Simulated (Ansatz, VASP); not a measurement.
**NaI: VASP beside Ansatz**

```
Na I
1.0
     0.08604    3.24406    3.24406
     3.24406    0.08604    3.24406
     3.24406    3.24406    0.08604
Na I
1 1
Cartesian
  0.0000 0.0000 0.0000
  3.2871 3.2871 3.2871
```

Change from the starting cell: epitaxial_111 strain -2.2%.

Alike in both runs: task single point; functional r2SCAN; k mesh 8 × 8 × 8; no spin polarisation.

|  | VASP | Ansatz |
| --- | --- | --- |
| version | VASP 6.6.1 | Ansatz 0.2.0 |
| potentials or method | VASP PAW PBE potentials, release 64 (Na_pv, I) | plane waves, PAW |
| plane-wave cutoff (eV) | 520 | 500 |
| occupations | gaussian, width 0.01 eV | fixed |
| valence electrons in the cell | 14 | 26 |

|  | VASP | Ansatz | Ansatz less VASP |
| --- | --- | --- | --- |
| gap on the k mesh at the Fermi level (eV) | 4.46 | 4.45 | -0.009 |
| pressure (GPa) | 0.5 | 0.5 | +0.06 |
| traceless stress, the component that is largest in VASP (GPa) | -0.24 | -0.24 | -0.001 |

VASP's potentials were made for PBE, not for r2SCAN. VASP's potentials hold 14 valence electrons a cell and Ansatz's 26, so a difference there can come from the potentials and not from the codes.

Spin-orbit coupling is off throughout.
